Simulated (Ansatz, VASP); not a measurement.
## Pd: VASP beside Ansatz

Contents of INCAR:

```
SYSTEM = Pd
ALGO = Normal
EDIFF = 1E-6
ENCUT = 520
GGA = PE
ISIF = 2
ISMEAR = 0
LASPH = .True.
LCHARG = .True.
LELF = .True.
LREAL = .False.
LVHAR = .True.
LWAVE = .False.
NBANDS = 11
NELM = 80
PREC = Accurate
SIGMA = 0.1
```

File KPOINTS:

```
k-points
0
Gamma
  18 18 18
  0 0 0
```

Contents of POSCAR:

```
Pd
1.0
    0.0000000000      1.8946410406      1.8946410406
    1.8946410406      0.0000000000      1.8946410406
    1.8946410406      1.8946410406      0.0000000000
Pd
1
Direct
    0.0000000000      0.0000000000      0.0000000000
```

Input for Ansatz:

```yaml
crystal:
  lattice:
    - [0.0, 1.8946410406, 1.8946410406]
    - [1.8946410406, 0.0, 1.8946410406]
    - [1.8946410406, 1.8946410406, 0.0]
  atoms:
    - { symbol: Pd, position: [0.0, 0.0, 0.0] }
basis:
  ecutwfc: 420
kpoints:
  mp_grid: { grid: [18, 18, 18] }
hamiltonian:
  xc: pbe
scf:
  occupations: { method: gaussian, width: 0.1 }
output:
  forces: true
  stress: true
  eigenvalues: true
```

Alike in both runs: task single point; functional PBE; k mesh 18 × 18 × 18; occupations gaussian, width 0.1 eV; no spin polarisation.

```csv
,VASP,Ansatz
version,VASP 6.6.1,Ansatz 0.2.0
potentials or method,"VASP PAW PBE potentials, release 64 (Pd), cutoff 520 eV","scalar-relativistic, plane waves, PAW"
valence electrons in the cell,10,18
```

|  | VASP | Ansatz | Ansatz less VASP |
| --- | --- | --- | --- |
| gap on the k mesh at the Fermi level (eV) | none | none | - |
| pressure (GPa) | 27.2 | 27.7 | +0.49 |

A gap of «none» marks a metal or a gap that the smearing closes. VASP's potentials hold 10 valence electrons a cell and Ansatz's 18, so a difference there can come from the potentials and not from the codes.
